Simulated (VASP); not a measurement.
# GaSb (F-43m) in VASP: settings compared

GaSb is run at these levels: PBE, HSE06; tasks: single point.

Everything below comes from runs of VASP 6.6.1. Logs are shortened: lines on timing, memory, paths and dates and some standing lists are left out, and cuts for length are marked.

### 1 The cell of the first run

The structure is cubic, space group F-43m (No. 216). Conventional cell: a = 6.132 Å, b = 6.132 Å, c = 6.132 Å, α = 90.00°, β = 90.00°, γ = 90.00°. Ga (site symmetry -43m) has 4 Sb at 2.66 Å within 3.5 Å. Within 3.5 Å of Sb (site symmetry -43m) lie 4 Ga at 2.66 Å.

### 2 Single point, PBE

The input, INCAR:

```
PREC = Accurate
ENCUT = 520
EDIFF = 1E-7
ISMEAR = -1
SIGMA = 0.02
LREAL = False
LASPH = True
NELM = 60
ALGO = Normal
ISIF = 2
LWAVE = False
LCHARG = False
GGA = PE
NBANDS = 16
```

The input, KPOINTS:

```
regular mesh
0
Gamma
  6 6 6
```

The input, POSCAR:

```
GaSb
1.0
    0.0000000000      3.0658848213      3.0658848213
    3.0658848213      0.0000000000      3.0658848213
    3.0658848213      3.0658848213      0.0000000000
Ga Sb
1 1
Direct
    0.0000000000      0.0000000000      0.0000000000
    0.2500000000      0.2500000000      0.2500000000
```

Potentials or basis: VASP PAW PBE potentials, release 64 (Ga_d, Sb).

On the command line:

```console
$ cat potpaw_PBE.64/Ga_d/POTCAR potpaw_PBE.64/Sb/POTCAR > POTCAR
$ mpirun -np 1 vasp_std > vasp.out
```

OUTCAR:

```text
PREC = Accurate
   ENCUT = 520
   EDIFF = 1E-7
   ISMEAR = -1
   LREAL = False
   LASPH = True
   NELM = 60
   ISIF = 2
   GGA = PE

 ion  position               nearest neighbor table
   1  0.000  0.000  0.000-   2 2.66   2 2.66   2 2.66   2 2.66
   2  0.250  0.250  0.250-   1 2.66   1 2.66   1 2.66   1 2.66

  LATTYP: Found a face centered cubic cell.
 ALAT       =     6.1317696426

  Lattice vectors:

 A1 = (   0.0000000000,   3.0658848213,   3.0658848213)
 A2 = (   3.0658848213,   0.0000000000,   3.0658848213)
 A3 = (   3.0658848213,   3.0658848213,   0.0000000000)

Analysis of symmetry for initial positions (statically):
=====================================================================
 Subroutine PRICEL returns:
 Original cell was already a primitive cell.

 Routine SETGRP: Setting up the symmetry group for a
 face centered cubic supercell.

 Subroutine GETGRP returns: Found 24 space group operations
 (whereof 24 operations were pure point group operations)
 out of a pool of 48 trial point group operations.

The static configuration has the point symmetry T_d .

Analysis of symmetry for dynamics (positions and initial velocities):
=====================================================================
 Subroutine PRICEL returns:
 Original cell was already a primitive cell.

 Routine SETGRP: Setting up the symmetry group for a
 face centered cubic supercell.

 Subroutine GETGRP returns: Found 24 space group operations
 (whereof 24 operations were pure point group operations)
 out of a pool of 48 trial point group operations.

The dynamic configuration has the point symmetry T_d .

 Subroutine INISYM returns: Found 24 space group operations
 (whereof 24 operations are pure point group operations),
 and found     1 'primitive' translations

----------------------------------------------------------------------------------------

                                     Primitive cell

  volume of cell :      57.6365

  direct lattice vectors                    reciprocal lattice vectors
     0.000000000  3.065884821  3.065884821    -0.163085057  0.163085057  0.163085057
     3.065884821  0.000000000  3.065884821     0.163085057 -0.163085057  0.163085057
     3.065884821  3.065884821  0.000000000     0.163085057  0.163085057 -0.163085057

  length of vectors
     4.335815895  4.335815895  4.335815895     0.282471604  0.282471604  0.282471604
[... 63 lines left out ...]
   PREC   = accura    normal or accurate (medium, high low for compatibility)
   ISTART =      0    job   : 0-new  1-cont  2-samecut
   ICHARG =      2    charge: 1-file 2-atom 10-const
   ISPIN  =      1    spin polarized calculation?
   LNONCOLLINEAR =      F non collinear calculations
   LSORBIT =      F    spin-orbit coupling
   LASPH  =      T    aspherical Exc in radial PAW
   ENCUT  =  520.0 eV  38.22 Ry    6.18 a.u.   8.06  8.06  8.06*2*pi/ulx,y,z
   NELM   =     60;   NELMIN=  2; NELMDL= -5     # of ELM steps
   EDIFF  = 0.1E-06   stopping-criterion for ELM
   LREAL  =      F    real-space projection
   EDIFFG = 0.1E-05   stopping-criterion for IOM
   NSW    =      0    number of steps for IOM
   IBRION =     -1    ionic relax: 0-MD 1-quasi-New 2-CG
   NFREE  =      0    steps in history (QN), initial steepest desc. (CG)
   ISIF   =      2    stress and relaxation
   ISYM   =      2    0-nonsym 1-usesym 2-fastsym
   POTIM  = 0.5000    time-step for ionic-motion
   TEBEG  =    0.0;   TEEND  =   0.0 temperature during run
   PSTRESS=    0.0 pullay stress
   NELECT =      18.0000    total number of electrons
   NUPDOWN=      -1.0000    fix difference up-down
   EMIN   =  10.00;   EMAX   =-10.00  energy-range for DOS
   EFERMI =   0.00;   METHOD = LEGACY
   ISMEAR =    -1;   SIGMA  =   0.02  broadening in eV -4-tet -1-fermi 0-gaus
   EFERMI_NEDOS =   21; number of points for ismear=-14 and -15
   IALGO  =     38    algorithm
   IMIX   =      4    mixing-type and parameters
     AMIX     =   0.40;   BMIX     =  1.00
     AMIX_MAG =   1.60;   BMIX_MAG =  1.00
  volume/ion in A,a.u.               =      28.82       194.48
  Fermi-wavevector in a.u.,A,eV,Ry     =   1.110708  2.098933 16.785125  1.233672
  Thomas-Fermi vector in A             =   2.247263
   LORBIT       =      0    0 simple, 1 ext, 2 COOP (PROOUT), +10 PAW based schemes
   GGA     = PE    functional components
[... 5 lines left out ...]
 non-spin polarized calculation
  energy-cutoff  :      520.00
  volume of cell :       57.64
 maximum number of plane-waves:      1572
   NGX = 17   NGY = 17   NGZ = 17

 number of electron      17.9999989 magnetization

 Free energy of the ion-electron system (eV)
  ---------------------------------------------------
  ext. energy  EPLUGINS =         0.00000000
  ---------------------------------------------------
  free energy    TOTEN  =        -7.32679358 eV

  energy without entropy =       -7.32638151  energy(sigma->0) =       -7.32658754

 E-fermi :   4.8283     XC(G=0):  -9.0542

 val. band max:        4.8090495692   @ k =   0.0000   0.0000   0.0000
 cond. band min:       5.1966427930   @ k =   0.5000   0.0000   0.0000
 fundamental gap:      0.3875932239
 Fermi energy:         4.8282699016

 k-point     1 :       0.0000    0.0000    0.0000
  band No.  band energies     occupation
      1     -10.2176      2.00000
      2     -10.2176      2.00000
      3     -10.2176      2.00000
      4     -10.1691      2.00000
      5     -10.1691      2.00000
      6      -6.6208      2.00000
[... 281 lines left out ...]
      3     -10.1949      2.00000
      4     -10.1767      2.00000
      5     -10.1674      2.00000
      6      -4.1591      2.00000
[... 8 lines left out ...]
     15      14.8012      0.00000
     16      16.1416      0.00000

------------------------ aborting loop because EDIFF is reached ----------------------------------------

  FORCE on cell =-STRESS in cart. coord.  units (eV):
  Direction    XX          YY          ZZ          XY          YZ          ZX
  --------------------------------------------------------------------------------------
  -------------------------------------------------------------------------------------
  Total        0.7688517      0.7688517      0.7688517     -0.0000000     -0.0000000      0.0000000
  in kB       21.3725174     21.3725174     21.3725174     -0.0000000     -0.0000000      0.0000000
  external PRESSURE =      21.3725174 kB  Pullay stress =       0.0000000 kB

 VOLUME and BASIS-vectors are now :
 -----------------------------------------------------------------------------
  energy-cutoff  :      520.00
  volume of cell :       57.64
      direct lattice vectors                 reciprocal lattice vectors
     0.000000000  3.065884821  3.065884821    -0.163085057  0.163085057  0.163085057
     3.065884821  0.000000000  3.065884821     0.163085057 -0.163085057  0.163085057
     3.065884821  3.065884821  0.000000000     0.163085057  0.163085057 -0.163085057

 POSITION                                       TOTAL-FORCE (eV/Angst)
 -----------------------------------------------------------------------------------
      0.00000      0.00000      0.00000        -0.000000      0.000000      0.000000
      1.53294      1.53294      1.53294         0.000000     -0.000000     -0.000000
 -----------------------------------------------------------------------------------
    total drift:                                0.000002      0.000002      0.000002

  FREE ENERGIE OF THE ION-ELECTRON SYSTEM (eV)
  ---------------------------------------------------
  free  energy   TOTEN  =        -7.3267935825 eV

  energy  without entropy=       -7.3263815059  energy(sigma->0) =       -7.32658754
```

stdout:

```text
POSCAR found type information on POSCAR GaSb
 POSCAR found :  2 types and       2 ions
 scaLAPACK will be used
 LDA part: xc-table for (Slater+PW92), standard interpolation
 POSCAR, INCAR and KPOINTS ok, starting setup
 FFT: planning ... GRIDC
 FFT: planning ... GRID_SOFT
 FFT: planning ... GRID
 WAVECAR not read
 entering main loop
```

It took 18 s on 1 thread of Intel Xeon 8259CL, shared host; peak memory 0.18 GiB.

Results:

| Quantity | Value |
| --- | --- |
| Free energy | -7.3268 eV |
| Pressure | 2.1 GPa |
| Band gap on the k mesh | zero (filled and empty bands touch) |

Caveat: semilocal functionals underestimate gaps, so a narrow gap can read as zero; spin-orbit coupling is left out, which moves the levels of the heavy elements.

### 3 Single point, HSE06

POSCAR is that of step 2.

The input, INCAR.step1:

```
SYSTEM = GaSb
PREC = Accurate ; ENCUT = 520
EDIFF = 1E-5 ; ISMEAR = -1
SIGMA = 0.02 ; LREAL = .False.
LASPH = .True. ; NELM = 100
ALGO = Normal ; ISIF = 2
LWAVE = .True. ; NBANDS = 16
GGA = PE
```

The input, INCAR.step2:

```
SYSTEM = GaSb
PREC = Accurate ; ENCUT = 520
EDIFF = 1E-6 ; ISMEAR = -1
SIGMA = 0.02 ; LREAL = .False.
LASPH = .True. ; NELM = 100
ALGO = Normal ; ISIF = 2
LWAVE = .False. ; LCHARG = .True.
GGA = PE ; LHFCALC = .True.
HFSCREEN = 0.2079 ; PRECFOCK = Normal
LELF = .True. ; LVHAR = .True.
NBANDS = 16 ; ISTART = 1
```

The input, KPOINTS:

```
Automatic mesh
0
Gamma
  4 4 4
  0 0 0
```

Potentials or basis: VASP PAW PBE potentials, release 64 (Ga_d, Sb).

On the command line:

```console
$ cat potpaw_PBE.64/Ga_d/POTCAR potpaw_PBE.64/Sb/POTCAR > POTCAR
$ cp INCAR.step1 INCAR
$ mpirun -np 1 vasp_std > vasp.out
$ cp INCAR.step2 INCAR
$ mpirun -np 1 vasp_std > vasp.out
```

It took 25 min on 1 thread of Intel Xeon 8259CL, shared host; peak memory 0.3 GiB.

The run converged. Its results:

```
Free energy            : -8.7819 eV
Pressure               : -0.1 GPa
Band gap on the k mesh : 0.85 eV
```

Levels at points of the mesh, in eV from the valence-band top:
```
           k point  band 7  band 8  band 9  band 10  band 11  band 12
(0.00, 0.00, 0.00)    0.00    0.00    0.00     0.85     3.49     3.49
(0.50, 0.00, 0.00)   -6.84   -1.23   -1.23     1.08     4.49     4.49
(0.50, 0.50, 0.00)   -7.33   -2.75   -2.75     1.52     1.86     9.87
```

Caveat: the k points lie up to 0.44 Å⁻¹ apart; the PAW data sets were made with another functional, which shifts forces and pressure a little; spin-orbit coupling is left out, which moves the levels of the heavy elements. A k mesh can miss the band edges.
